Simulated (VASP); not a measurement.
# CuAu (P4/mmm) in VASP: notebook

CuAu is run at these levels: PBEsol; tasks: single point.

Everything below comes from runs of VASP 6.6.1. Logs are shortened: lines on timing, memory, paths and dates and some standing lists are left out, and cuts for length are marked.

### 1 The cell of the first run

It takes space group P4/mmm (No. 123, tetragonal). Conventional cell: a = 2.791 Å, b = 2.791 Å, c = 3.658 Å, α = 90.00°, β = 90.00°, γ = 90.00°. Within 3.5 Å of Cu (site symmetry 4/mmm) lie 8 Au at 2.69 Å and 4 Cu at 2.79 Å. Within 3.5 Å of Au (site symmetry 4/mmm) lie 8 Cu at 2.69 Å and 4 Au at 2.79 Å.

### 2 Single point, PBEsol (14.24 Å³/atom)

Contents of INCAR:

```
PREC     = Accurate       # precision mode
ENCUT    = 520            # plane-wave cutoff, eV
EDIFF    = 1E-6           # SCF threshold, eV
ISMEAR   = -1             # smearing method
SIGMA    = 0.05           # smearing width, eV
LREAL    = False          # projectors in reciprocal space
LASPH    = True           # aspherical terms in the spheres
NELM     = 80             # most SCF steps
ALGO     = Normal         # electronic algorithm
ISIF     = 2              # what is computed and relaxed
LWAVE    = False          # write WAVECAR
LCHARG   = False          # write CHGCAR
GGA      = PS             # functional
NBANDS   = 18             # bands
```

Contents of KPOINTS:

```
regular mesh
0
Gamma
  13 13 10
```

Contents of POSCAR:

```
CuAu
1.0
    2.7906353816      0.0000000000      0.0000000000
    0.0000000000      2.7906353816      0.0000000000
    0.0000000000      0.0000000000      3.6577256608
Cu Au
1 1
Direct
    0.5000000000      0.5000000000      0.5000000000
    0.0000000000      0.0000000000      0.0000000000
```

Potentials or basis: VASP PAW PBE potentials, release 64 (Cu, Au).

Command:

```console
cat potpaw_PBE.64/Cu/POTCAR potpaw_PBE.64/Au/POTCAR > POTCAR
mpirun -np 1 vasp_std > vasp.out
```

OUTCAR:

```text
PREC = Accurate
   ENCUT = 520
   EDIFF = 1E-6
   ISMEAR = -1
   LREAL = False
   LASPH = True
   NELM = 80
   ISIF = 2
   GGA = PS

 ion  position               nearest neighbor table
   1  0.500  0.500  0.500-   2 2.69   2 2.69   2 2.69   2 2.69   2 2.69   2 2.69   2 2.69   2 2.69

   2  0.000  0.000  0.000-   1 2.69   1 2.69   1 2.69   1 2.69   1 2.69   1 2.69   1 2.69   1 2.69

  LATTYP: Found a simple tetragonal cell.
 ALAT       =     2.7906353816
 C/A-ratio  =     1.3107142857

  Lattice vectors:

 A1 = (   2.7906353816,   0.0000000000,   0.0000000000)
 A2 = (   0.0000000000,   2.7906353816,   0.0000000000)
 A3 = (   0.0000000000,   0.0000000000,   3.6577256608)

Analysis of symmetry for initial positions (statically):
=====================================================================
 Subroutine PRICEL returns:
 Original cell was already a primitive cell.

 Routine SETGRP: Setting up the symmetry group for a
 simple tetragonal supercell.

 Subroutine GETGRP returns: Found 16 space group operations
 (whereof 16 operations were pure point group operations)
 out of a pool of 16 trial point group operations.

The static configuration has the point symmetry D_4h.

Analysis of symmetry for dynamics (positions and initial velocities):
=====================================================================
 Subroutine PRICEL returns:
 Original cell was already a primitive cell.

 Routine SETGRP: Setting up the symmetry group for a
 simple tetragonal supercell.

 Subroutine GETGRP returns: Found 16 space group operations
 (whereof 16 operations were pure point group operations)
 out of a pool of 16 trial point group operations.

The dynamic configuration has the point symmetry D_4h.

 Subroutine INISYM returns: Found 16 space group operations
 (whereof 16 operations are pure point group operations),
 and found     1 'primitive' translations

----------------------------------------------------------------------------------------

                                     Primitive cell

  volume of cell :      28.4851

  direct lattice vectors                    reciprocal lattice vectors
     2.790635382  0.000000000  0.000000000     0.358341332  0.000000000  0.000000000
     0.000000000  2.790635382  0.000000000     0.000000000  0.358341332  0.000000000
     0.000000000  0.000000000  3.657725661     0.000000000  0.000000000  0.273393932

  length of vectors
     2.790635382  2.790635382  3.657725661     0.358341332  0.358341332  0.273393932

  position of ions in fractional coordinates (direct lattice)
     0.500000000  0.500000000  0.500000000
     0.000000000  0.000000000  0.000000000

  ion indices of the primitive-cell ions
   primitive index   ion index
                 1           1
                 2           2

----------------------------------------------------------------------------------------

 KPOINTS: regular mesh

Automatic generation of k-mesh.
 Grid dimensions read from file:
 generate k-points for:   13   13   10

 Generating k-lattice:

  Cartesian coordinates                     Fractional coordinates (reciprocal lattice)
     0.027564718  0.000000000  0.000000000     0.076923077  0.000000000  0.000000000
     0.000000000  0.027564718  0.000000000     0.000000000  0.076923077  0.000000000
     0.000000000  0.000000000  0.027339393     0.000000000  0.000000000  0.100000000

  Length of vectors
     0.027564718  0.027564718  0.027339393

  Shift w.r.t. Gamma in fractional coordinates (k-lattice)
     0.000000000  0.000000000  0.000000000

 Subroutine IBZKPT returns following result:
 ===========================================

 Found    168 irreducible k-points:

 Following reciprocal coordinates:
            Coordinates               Weight
  0.000000  0.000000  0.000000      1.000000
  0.076923  0.000000  0.000000      4.000000
  0.153846  0.000000  0.000000      4.000000
  0.230769  0.000000  0.000000      4.000000
  0.307692  0.000000  0.000000      4.000000
  0.384615  0.000000  0.000000      4.000000
[... 16 lines left out ...]
  0.307692  0.307692  0.000000      4.000000
  0.384615  0.307692  0.000000      8.000000
 [... further k-points ...]
   k-points           NKPTS =    168   k-points in BZ     NKDIM =    168   number of bands    NBANDS=     18
   number of dos      NEDOS =    301   number of ions     NIONS =      2
   total plane-waves  NPLWV =  16128
   dimension x,y,z NGX =    24 NGY =   24 NGZ =   28
   dimension x,y,z NGXF=    48 NGYF=   48 NGZF=   56
   ions per type =               1   1
   NGX,Y,Z   is equivalent  to a cutoff of  14.30, 14.30, 12.73 a.u.
   NGXF,Y,Z  is equivalent  to a cutoff of  28.59, 28.59, 25.45 a.u.
 SYSTEM =  unknown system
   PREC   = accura    normal or accurate (medium, high low for compatibility)
   ISTART =      0    job   : 0-new  1-cont  2-samecut
   ICHARG =      2    charge: 1-file 2-atom 10-const
   ISPIN  =      1    spin polarized calculation?
   LNONCOLLINEAR =      F non collinear calculations
   LSORBIT =      F    spin-orbit coupling
   LASPH  =      T    aspherical Exc in radial PAW
   ENCUT  =  520.0 eV  38.22 Ry    6.18 a.u.   5.19  5.19  6.80*2*pi/ulx,y,z
   NELM   =     80;   NELMIN=  2; NELMDL= -5     # of ELM steps
   EDIFF  = 0.1E-05   stopping-criterion for ELM
   LREAL  =      F    real-space projection
   EDIFFG = 0.1E-04   stopping-criterion for IOM
   NSW    =      0    number of steps for IOM
   IBRION =     -1    ionic relax: 0-MD 1-quasi-New 2-CG
   NFREE  =      0    steps in history (QN), initial steepest desc. (CG)
   ISIF   =      2    stress and relaxation
   ISYM   =      2    0-nonsym 1-usesym 2-fastsym
   POTIM  = 0.5000    time-step for ionic-motion
   TEBEG  =    0.0;   TEEND  =   0.0 temperature during run
   PSTRESS=    0.0 pullay stress
   NELECT =      22.0000    total number of electrons
   NUPDOWN=      -1.0000    fix difference up-down
   EMIN   =  10.00;   EMAX   =-10.00  energy-range for DOS
   EFERMI =   0.00;   METHOD = LEGACY
   ISMEAR =    -1;   SIGMA  =   0.05  broadening in eV -4-tet -1-fermi 0-gaus
   EFERMI_NEDOS =   21; number of points for ismear=-14 and -15
   IALGO  =     38    algorithm
   IMIX   =      4    mixing-type and parameters
     AMIX     =   0.40;   BMIX     =  1.00
     AMIX_MAG =   1.60;   BMIX_MAG =  1.00
  volume/ion in A,a.u.               =      14.24        96.11
  Fermi-wavevector in a.u.,A,eV,Ry     =   1.502023  2.838412 30.695743  2.256073
  Thomas-Fermi vector in A             =   2.613318
   LORBIT       =      0    0 simple, 1 ext, 2 COOP (PROOUT), +10 PAW based schemes
   GGA     = PS    functional components
   LHFCALC =     F    Hartree Fock is set to
   AEXX    =    0.0000 exact exchange contribution
   IVDW    =     0    specifies the selected vdW correction
   LEPSILON=     F    determine dielectric tensor
   LRPA    =     F    only Hartree local field effects (RPA)
 non-spin polarized calculation
  energy-cutoff  :      520.00
  volume of cell :       28.49
 maximum number of plane-waves:       784
 NGX is ok and might be reduce to    24
   NGX = 11   NGY = 11   NGZ = 13

 number of electron      22.0000009 magnetization

 Free energy of the ion-electron system (eV)
  ---------------------------------------------------
  ext. energy  EPLUGINS =         0.00000000
  ---------------------------------------------------
  free energy    TOTEN  =        -8.35809834 eV

  energy without entropy =       -8.35378565  energy(sigma->0) =       -8.35594200

 E-fermi :   8.8896     XC(G=0): -12.9633

 val. band max:        8.8798774453   @ k =   0.4615   0.3846   0.1000
 cond. band min:       8.9330434383   @ k =   0.4615   0.0769   0.4000
 fundamental gap:      0.0531659930
 Fermi energy:         8.8896252128

 k-point     1 :       0.0000    0.0000    0.0000
  band No.  band energies     occupation
      1      -1.1634      2.00000
      2       2.0756      2.00000
      3       2.2455      2.00000
      4       4.7298      2.00000
      5       4.7298      2.00000
      6       5.8342      2.00000
[... 10 lines left out ...]
     17      25.9065      0.00000
     18      26.3074      0.00000

 k-point     2 :       0.0769    0.0000    0.0000
  band No.  band energies     occupation
      1      -1.0224      2.00000
      2       2.1487      2.00000
      3       2.3258      2.00000
      4       4.6425      2.00000
      5       4.7634      2.00000
      6       5.7720      2.00000
[... 10 lines left out ...]
     17      26.3748      0.00000
     18      26.9672      0.00000

 k-point     3 :       0.1538    0.0000    0.0000
  band No.  band energies     occupation
      1      -0.6153      2.00000
      2       2.3099      2.00000
      3       2.6075      2.00000
      4       4.3939      2.00000
      5       4.8610      2.00000
      6       5.5950      2.00000
[... 10 lines left out ...]
     17      26.3399      0.00000
     18      28.3733      0.00000

 k-point     4 :       0.2308    0.0000    0.0000
  band No.  band energies     occupation
      1       0.0086      2.00000
      2       2.5185      2.00000
      3       3.0736      2.00000
      4       4.0388      2.00000
      5       5.0133      2.00000
      6       5.3388      2.00000
[... 375 lines left out ...]
      4       3.8923      2.00000
      5       3.9898      2.00000
      6       5.8723      2.00000
[... 10 lines left out ...]
     17      20.6670      0.00000
     18      22.1589      0.00000

 k-point    23 :       0.3077    0.3077    0.0000
  band No.  band energies     occupation
      1       2.0193      2.00000
      2       3.0816      2.00000
      3       3.4361      2.00000
      4       3.5785      2.00000
      5       4.5263      2.00000
      6       5.2378      2.00000
[... 10 lines left out ...]
     17      23.1176      0.00000
     18      23.3880      0.00000

 k-point    24 :       0.3846    0.3077    0.0000
  band No.  band energies     occupation
      1       2.1122      2.00000
      2       3.0631      2.00000
      3       3.1755      2.00000
      4       3.4624      2.00000
      5       4.8880      2.00000
      6       6.0406      2.00000
[... 10 lines left out ...]
     17      22.1013      0.00000
     18      22.2974      0.00000

 [... further k-points ...]

------------------------ aborting loop because EDIFF is reached ----------------------------------------

  FORCE on cell =-STRESS in cart. coord.  units (eV):
  Direction    XX          YY          ZZ          XY          YZ          ZX
  --------------------------------------------------------------------------------------
  -------------------------------------------------------------------------------------
  Total       -0.0893317     -0.0893317     -0.0094523      0.0000000      0.0000000      0.0000000
  in kB       -5.0245722     -5.0245722     -0.5316551      0.0000000      0.0000000      0.0000000
  external PRESSURE =      -3.5269331 kB  Pullay stress =       0.0000000 kB

 VOLUME and BASIS-vectors are now :
 -----------------------------------------------------------------------------
  energy-cutoff  :      520.00
  volume of cell :       28.49
      direct lattice vectors                 reciprocal lattice vectors
     2.790635382  0.000000000  0.000000000     0.358341332  0.000000000  0.000000000
     0.000000000  2.790635382  0.000000000     0.000000000  0.358341332  0.000000000
     0.000000000  0.000000000  3.657725661     0.000000000  0.000000000  0.273393932

 POSITION                                       TOTAL-FORCE (eV/Angst)
 -----------------------------------------------------------------------------------
      1.39532      1.39532      1.82886         0.000000      0.000000      0.000000
      0.00000      0.00000      0.00000         0.000000      0.000000      0.000000
 -----------------------------------------------------------------------------------
    total drift:                                0.000000      0.000000     -0.000000

  FREE ENERGIE OF THE ION-ELECTRON SYSTEM (eV)
  ---------------------------------------------------
  free  energy   TOTEN  =        -8.3580983443 eV

  energy  without entropy=       -8.3537856522  energy(sigma->0) =       -8.35594200
```

Run time: 86 s. Hardware: 1 thread of Intel Xeon 8259CL, shared host; peak memory 0.22 GiB.

Results:

* Free energy: -8.3581 eV
* Pressure: -0.4 GPa
* Band gap on the k mesh: zero (bands 11 and 12 overlap by 6.47 eV)

Stress tensor (GPa, compression positive):
```
-0.50  0.00  0.00
 0.00 -0.50  0.00
 0.00  0.00 -0.05
```

Levels at points of the mesh, in eV from the Fermi level:
```csv
k point,band 7,band 8,band 9,band 10,band 11,band 12,band 13,band 14,band 15,band 16
"(0.00, 0.00, 0.00)",-2.90,-2.18,-1.72,-1.48,-1.48,2.01,8.19,10.04,10.04,16.88
"(0.00, 0.00, 0.50)",-3.30,-2.79,-2.41,-2.39,-2.39,-2.02,14.41,14.68,14.68,15.21
```

Caveat: the PAW data sets were made with another functional, which shifts forces and pressure a little; spin-orbit coupling is left out, which moves the levels of the heavy elements.

[end of part 1 of 2]
